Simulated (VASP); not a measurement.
# PbSe (P4/mmm) in VASP: relaxation of cell and atoms with r2SCAN

Aim: the relaxation of cell and atoms of PbSe with r2SCAN.

Program: VASP 6.6.1. These are calculated values, not measurements. Logs are shortened: lines on timing, memory, paths and dates and some standing lists are left out, and cuts for length are marked.

**1. The cell of the first run**

It takes space group P4/mmm (No. 123, tetragonal). Conventional cell: a = 3.587 Å, b = 3.587 Å, c = 4.701 Å, α = 90.00°, β = 90.00°, γ = 90.00°. Pb (site symmetry 4/mmm) has 8 Se at 3.46 Å and 4 Pb at 3.59 Å within 4.5 Å. Se (site symmetry 4/mmm) has 8 Pb at 3.46 Å and 4 Se at 3.59 Å within 4.5 Å.

**2. Relaxation of cell and atoms, r2SCAN**

Contents of POSCAR:

```
PbSe
1.0
    3.5866824645      0.0000000000      0.0000000000
    0.0000000000      3.5866824645      0.0000000000
    0.0000000000      0.0000000000      4.7011159445
Pb Se
1 1
Direct
    0.5000000000      0.5000000000      0.5000000000
    0.0000000000      0.0000000000      0.0000000000
```

Contents of INCAR.step1:

```
SYSTEM = PbSe
  PREC = Accurate
  ENCUT = 600
  ISMEAR = 0
  SIGMA = 0.1
  LREAL = .False.
  LASPH = .True.
  NELM = 80
  GGA = PE
  ALGO = Normal
  EDIFF = 1E-4
  LWAVE = .True.
  LCHARG = .False.
```

Contents of INCAR.step2:

```
SYSTEM = PbSe
  PREC = Accurate
  ENCUT = 600
  EDIFF = 1E-7
  ISMEAR = 0
  SIGMA = 0.1
  LREAL = .False.
  LASPH = .True.
  NELM = 80
  ALGO = Normal
  ISIF = 3
  LWAVE = .False.
  LCHARG = .False.
  METAGGA = R2SCAN
  LMIXTAU = .True.
  IBRION = 2
  NSW = 90
  EDIFFG = -0.04
  ISTART = 1
```

Contents of KPOINTS:

```
Automatic mesh
0
Gamma
  6 6 4
  0 0 0
```

Potentials or basis: VASP PAW PBE potentials, release 64 (Pb_d, Se).

Started as:

```console
> cat potpaw_PBE.64/Pb_d/POTCAR potpaw_PBE.64/Se/POTCAR > POTCAR
> cp INCAR.step1 INCAR
> mpirun -np 1 vasp_std > vasp.out
> cp INCAR.step2 INCAR
> mpirun -np 1 vasp_std > vasp.out
```

OUTCAR:

```text
SYSTEM = PbSe
   PREC = Accurate
   ENCUT = 600
   EDIFF = 1E-7
   ISMEAR = 0
   LREAL = .False.
   LASPH = .True.
   NELM = 80
   ISIF = 3
   METAGGA = R2SCAN
   IBRION = 2
   NSW = 90
   EDIFFG = -0.04
   ISTART = 1

 ion  position               nearest neighbor table
   1  0.500  0.500  0.500-   2 3.46   2 3.46   2 3.46   2 3.46   2 3.46   2 3.46   2 3.46   2 3.46

   2  0.000  0.000  0.000-   1 3.46   1 3.46   1 3.46   1 3.46   1 3.46   1 3.46   1 3.46   1 3.46

  LATTYP: Found a simple tetragonal cell.
 ALAT       =     3.5866824645
 C/A-ratio  =     1.3107142857

  Lattice vectors:

 A1 = (   3.5866824645,   0.0000000000,   0.0000000000)
 A2 = (   0.0000000000,   3.5866824645,   0.0000000000)
 A3 = (   0.0000000000,   0.0000000000,   4.7011159445)

Analysis of symmetry for initial positions (statically):
=====================================================================
 Subroutine PRICEL returns:
 Original cell was already a primitive cell.

 Routine SETGRP: Setting up the symmetry group for a
 simple tetragonal supercell.

 Subroutine GETGRP returns: Found 16 space group operations
 (whereof 16 operations were pure point group operations)
 out of a pool of 16 trial point group operations.

The static configuration has the point symmetry D_4h.

Analysis of symmetry for dynamics (positions and initial velocities):
=====================================================================
 Subroutine PRICEL returns:
 Original cell was already a primitive cell.

 Routine SETGRP: Setting up the symmetry group for a
 simple tetragonal supercell.

 Subroutine GETGRP returns: Found 16 space group operations
 (whereof 16 operations were pure point group operations)
 out of a pool of 16 trial point group operations.

The dynamic configuration has the point symmetry D_4h.

 Subroutine INISYM returns: Found 16 space group operations
 (whereof 16 operations are pure point group operations),
 and found     1 'primitive' translations

----------------------------------------------------------------------------------------

                                     Primitive cell

  volume of cell :      60.4765

  direct lattice vectors                    reciprocal lattice vectors
     3.586682464  0.000000000  0.000000000     0.278809181  0.000000000  0.000000000
     0.000000000  3.586682464  0.000000000     0.000000000  0.278809181  0.000000000
     0.000000000  0.000000000  4.701115944     0.000000000  0.000000000  0.212715451

  length of vectors
     3.586682464  3.586682464  4.701115944     0.278809181  0.278809181  0.212715451

  position of ions in fractional coordinates (direct lattice)
     0.500000000  0.500000000  0.500000000
     0.000000000  0.000000000  0.000000000

  ion indices of the primitive-cell ions
   primitive index   ion index
                 1           1
                 2           2

----------------------------------------------------------------------------------------

 KPOINTS: Automatic mesh

Automatic generation of k-mesh.
 Grid dimensions read from file:
 generate k-points for:    6    6    4

 Generating k-lattice:

  Cartesian coordinates                     Fractional coordinates (reciprocal lattice)
     0.046468197  0.000000000  0.000000000     0.166666667  0.000000000  0.000000000
     0.000000000  0.046468197  0.000000000     0.000000000  0.166666667  0.000000000
     0.000000000  0.000000000  0.053178863     0.000000000  0.000000000  0.250000000

  Length of vectors
     0.046468197  0.046468197  0.053178863

  Shift w.r.t. Gamma in fractional coordinates (k-lattice)
     0.000000000  0.000000000  0.000000000

 Subroutine IBZKPT returns following result:
 ===========================================

 Found     30 irreducible k-points:

 Following reciprocal coordinates:
            Coordinates               Weight
  0.000000  0.000000  0.000000      1.000000
  0.166667  0.000000  0.000000      4.000000
  0.333333  0.000000  0.000000      4.000000
  0.500000  0.000000  0.000000      2.000000
  0.166667  0.166667  0.000000      4.000000
  0.333333  0.166667  0.000000      8.000000
[... 16 lines left out ...]
  0.333333  0.000000  0.500000      4.000000
  0.500000  0.000000  0.500000      2.000000
 [... further k-points ...]
   k-points           NKPTS =     30   k-points in BZ     NKDIM =     30   number of bands    NBANDS=     14
   number of dos      NEDOS =    301   number of ions     NIONS =      2
   total plane-waves  NPLWV =  36000
   dimension x,y,z NGX =    30 NGY =   30 NGZ =   40
   dimension x,y,z NGXF=    60 NGYF=   60 NGZF=   80
   ions per type =               1   1
   NGX,Y,Z   is equivalent  to a cutoff of  13.91, 13.91, 14.15 a.u.
   NGXF,Y,Z  is equivalent  to a cutoff of  27.81, 27.81, 28.29 a.u.
 SYSTEM =  PbSe
   PREC   = accura    normal or accurate (medium, high low for compatibility)
   ISTART =      1    job   : 0-new  1-cont  2-samecut
   ICHARG =      0    charge: 1-file 2-atom 10-const
   ISPIN  =      1    spin polarized calculation?
   LNONCOLLINEAR =      F non collinear calculations
   LSORBIT =      F    spin-orbit coupling
   LASPH  =      T    aspherical Exc in radial PAW
   ENCUT  =  600.0 eV  44.10 Ry    6.64 a.u.   7.16  7.16  9.39*2*pi/ulx,y,z
   NELM   =     80;   NELMIN=  2; NELMDL=  0     # of ELM steps
   EDIFF  = 0.1E-06   stopping-criterion for ELM
   LREAL  =      F    real-space projection
   EDIFFG = -.4E-01   stopping-criterion for IOM
   NSW    =     90    number of steps for IOM
   IBRION =      2    ionic relax: 0-MD 1-quasi-New 2-CG
   NFREE  =      1    steps in history (QN), initial steepest desc. (CG)
   ISIF   =      3    stress and relaxation
   ISYM   =      2    0-nonsym 1-usesym 2-fastsym
   POTIM  = 0.5000    time-step for ionic-motion
   TEBEG  =    0.0;   TEEND  =   0.0 temperature during run
   PSTRESS=    0.0 pullay stress
   NELECT =      20.0000    total number of electrons
   NUPDOWN=      -1.0000    fix difference up-down
   EMIN   =  10.00;   EMAX   =-10.00  energy-range for DOS
   EFERMI =   0.00;   METHOD = LEGACY
   ISMEAR =     0;   SIGMA  =   0.10  broadening in eV -4-tet -1-fermi 0-gaus
   EFERMI_NEDOS =   21; number of points for ismear=-14 and -15
   IALGO  =     38    algorithm
   IMIX   =      4    mixing-type and parameters
     AMIX     =   0.40;   BMIX     =  1.00
     AMIX_MAG =   1.60;   BMIX_MAG =  1.00
  volume/ion in A,a.u.               =      30.24       204.06
  Fermi-wavevector in a.u.,A,eV,Ry     =   1.132112  2.139381 17.438268  1.281677
  Thomas-Fermi vector in A             =   2.268812
   LORBIT       =      0    0 simple, 1 ext, 2 COOP (PROOUT), +10 PAW based schemes
   METAGGA = R2SCAN    functional components
   LHFCALC =     F    Hartree Fock is set to
   AEXX    =    0.0000 exact exchange contribution
   IVDW    =     0    specifies the selected vdW correction
   LEPSILON=     F    determine dielectric tensor
   LRPA    =     F    only Hartree local field effects (RPA)
 conjugate gradient relaxation of ions
 non-spin polarized calculation
 Gauss-broadening in eV      SIGMA  =   0.10
  energy-cutoff  :      600.00
  volume of cell :       60.48
 maximum number of plane-waves:      2040
 NGX is ok and might be reduce to    30
   NGX = 15   NGY = 15   NGZ = 19

--------------------------------------- Ionic step        1  -------------------------------------------

 number of electron      20.0000002 magnetization

 Free energy of the ion-electron system (eV)
  ---------------------------------------------------
  ext. energy  EPLUGINS =         0.00000000
  ---------------------------------------------------
  free energy    TOTEN  =       -70.73700947 eV

  energy without entropy =      -70.72742300  energy(sigma->0) =      -70.73221623

 E-fermi :   4.7103     XC(G=0):  -9.9369

 val. band max:        4.6997684385   @ k =   0.5000   0.5000   0.2500
 cond. band min:       4.7729598817   @ k =   0.5000   0.1667   0.0000
 fundamental gap:      0.0731914432
 Fermi energy:         4.7102502699

 k-point     1 :       0.0000    0.0000    0.0000
  band No.  band energies     occupation
      1     -13.7441      2.00000
      2     -13.6151      2.00000
      3     -13.5052      2.00000
      4     -13.5052      2.00000
      5     -13.5009      2.00000
      6      -9.0157      2.00000
      7      -4.1262      2.00000
      8       1.0307      2.00000
      9       3.9614      2.00000
     10       3.9614      2.00000
     11       9.2292      0.00000
     12       9.8569      0.00000
     13       9.8899      0.00000
     14       9.8899      0.00000
[... 375 lines left out ...]
 k-point    24 :       0.5000    0.0000    0.5000
  band No.  band energies     occupation
      1     -13.6615      2.00000
      2     -13.5992      2.00000
      3     -13.5603      2.00000
      4     -13.5015      2.00000
      5     -13.4756      2.00000
      6      -7.7931      2.00000
      7      -3.9406      2.00000
      8       0.0267      2.00000
      9       0.2214      2.00000
     10       4.9042      0.00608
     11       7.1064      0.00000
     12       9.1170      0.00000
     13      10.0736      0.00000
     14      12.3098      0.00000

 [... further k-points ...]

------------------------ aborting loop because EDIFF is reached ----------------------------------------

  FORCE on cell =-STRESS in cart. coord.  units (eV):
  Direction    XX          YY          ZZ          XY          YZ          ZX
  --------------------------------------------------------------------------------------
  -------------------------------------------------------------------------------------
  Total       -0.0821835     -0.0821835     -5.4468322      0.0000000     -0.0000000      0.0000000
  in kB       -2.1772500     -2.1772500   -144.3004738      0.0000000     -0.0000000      0.0000000
  external PRESSURE =     -49.5516579 kB  Pullay stress =       0.0000000 kB
[... 165 lines left out ...]
  energy  without entropy=      -71.3851506542  energy(sigma->0) =      -71.38713843

--------------------------------------- Ionic step        6  -------------------------------------------

 number of electron      20.0000002 magnetization

 Free energy of the ion-electron system (eV)
  ---------------------------------------------------
  ext. energy  EPLUGINS =         0.00000000
  ---------------------------------------------------
  free energy    TOTEN  =       -71.39070286 eV

  energy without entropy =      -71.38661748  energy(sigma->0) =      -71.38866017

 E-fermi :   5.2825     XC(G=0): -10.5008

 val. band max:        5.2817364024   @ k =   0.5000   0.0000   0.5000
 cond. band min:       5.5272188033   @ k =   0.3333   0.3333   0.5000
 fundamental gap:      0.2454824009
 Fermi energy:         5.2824962338

 k-point     1 :       0.0000    0.0000    0.0000
  band No.  band energies     occupation
      1     -12.3742      2.00000
      2     -12.3585      2.00000
      3     -12.2116      2.00000
      4     -12.2078      2.00000
      5     -12.2078      2.00000
      6      -8.4396      2.00000
      7      -1.8730      2.00000
      8       3.6072      2.00000
      9       3.7682      2.00000
     10       3.7682      2.00000
     11      10.9024      0.00000
     12      11.0037      0.00000
     13      11.7224      0.00000
     14      11.7905      0.00000
[... 375 lines left out ...]
 k-point    24 :       0.5000    0.0000    0.5000
  band No.  band energies     occupation
      1     -12.3448      2.00000
      2     -12.3075      2.00000
      3     -12.2483      2.00000
      4     -12.2393      2.00000
      5     -12.1730      2.00000
      6      -6.6355      2.00000
      7      -2.4363      2.00000
      8       0.8054      2.00000
      9       0.8091      2.00000
     10       5.2817      1.00857
     11       9.7767      0.00000
     12       9.8770      0.00000
     13      10.6233      0.00000
     14      12.8179      0.00000

 [... further k-points ...]

------------------------ aborting loop because EDIFF is reached ----------------------------------------

  FORCE on cell =-STRESS in cart. coord.  units (eV):
  Direction    XX          YY          ZZ          XY          YZ          ZX
  --------------------------------------------------------------------------------------
  -------------------------------------------------------------------------------------
  Total       -0.0215035     -0.0215035     -0.0610984      0.0000000     -0.0000000      0.0000000
  in kB       -0.6420711     -0.6420711     -1.8243358      0.0000000     -0.0000000      0.0000000
  external PRESSURE =      -1.0361594 kB  Pullay stress =       0.0000000 kB
[... 17 lines left out ...]
  FREE ENERGIE OF THE ION-ELECTRON SYSTEM (eV)
  ---------------------------------------------------
  free  energy   TOTEN  =       -71.3907028615 eV

  energy  without entropy=      -71.3866174837  energy(sigma->0) =      -71.38866017

 reached required accuracy - stopping structural energy minimisation
```

Wall time 4.5 min (1 thread of Intel Xeon 6975P-C (Granite Rapids), shared host); peak memory 0.23 GiB.

Results:

```
Free energy                           : -71.3907 eV
Relaxed volume                        : 26.83 Å³/atom
Relaxed cell                          : a = 3.757 Å, b = 3.757 Å, c = 3.801 Å, α = 90.00°, β = 90.00°, γ = 90.00°
Space group after relaxing (to 0.1 Å) : Pm-3m (No. 221)
Energy gained by relaxing             : 326.8 meV/atom
Ionic steps                           : 6
Pressure after relaxing               : -0.1 GPa
Band gap on the k mesh                : zero (bands 10 and 11 overlap by 0.45 eV)
```

The path:
| step | energy change (eV) | largest force (eV/Å) | pressure (GPa) | volume (Å³) |
| --- | --- | --- | --- | --- |
| 1 | 0.0000 | 0.0000 | -4.96 | 60.48 |
| 2 | -0.5309 | 0.0000 | 1.18 | 52.32 |
| 3 | -0.5550 | 0.0000 | 2.83 | 50.94 |
| 4 | -0.5575 | 0.0000 | 3.61 | 50.38 |
| 5 | -0.6521 | 0.0000 | 0.34 | 53.26 |
| 6 | -0.6537 | 0.0000 | -0.10 | 53.66 |

Final structure:
```xyz
2
Lattice="3.7571 0.0000 0.0000 0.0000 3.7571 0.0000 0.0000 0.0000 3.8012" Properties=species:S:1:pos:R:3 pbc="T T T"
Pb    1.8786    1.8786    1.9006
Se    0.0000    0.0000    0.0000
```

Levels at points of the mesh, in eV from the Fermi level:
| k point | band 7 | band 8 | band 9 | band 10 | band 11 | band 12 | band 13 | band 14 |
| --- | --- | --- | --- | --- | --- | --- | --- | --- |
| (0.00, 0.00, 0.00) | -7.16 | -1.68 | -1.51 | -1.51 | 5.62 | 5.72 | 6.44 | 6.51 |
| (0.50, 0.00, 0.00) | -9.23 | -0.37 | -0.27 | -0.25 | 0.42 | 3.54 | 3.75 | 7.08 |
| (0.50, 0.50, 0.00) | -7.64 | -4.45 | -4.45 | -0.09 | 4.39 | 4.39 | 5.21 | 7.41 |
| (0.00, 0.00, 0.50) | -9.30 | -0.28 | -0.28 | -0.19 | 0.54 | 3.68 | 3.68 | 7.10 |
| (0.50, 0.00, 0.50) | -7.72 | -4.48 | -4.47 | 0.00 | 4.49 | 4.59 | 5.34 | 7.54 |
| (0.50, 0.50, 0.50) | -6.63 | -2.44 | -2.44 | -2.39 | -0.45 | -0.45 | -0.35 | 14.77 |

Caveat: semilocal functionals underestimate gaps, and a narrow one can read as zero; a cell axis changed by over 15 % at a fixed basis, so the end point is rough; the PAW data sets were made with another functional, which shifts forces and pressure a little; spin-orbit coupling is left out, which moves the levels of the heavy elements.

The gap in the log of VASP goes by the Fermi energy; the results here count the filled bands.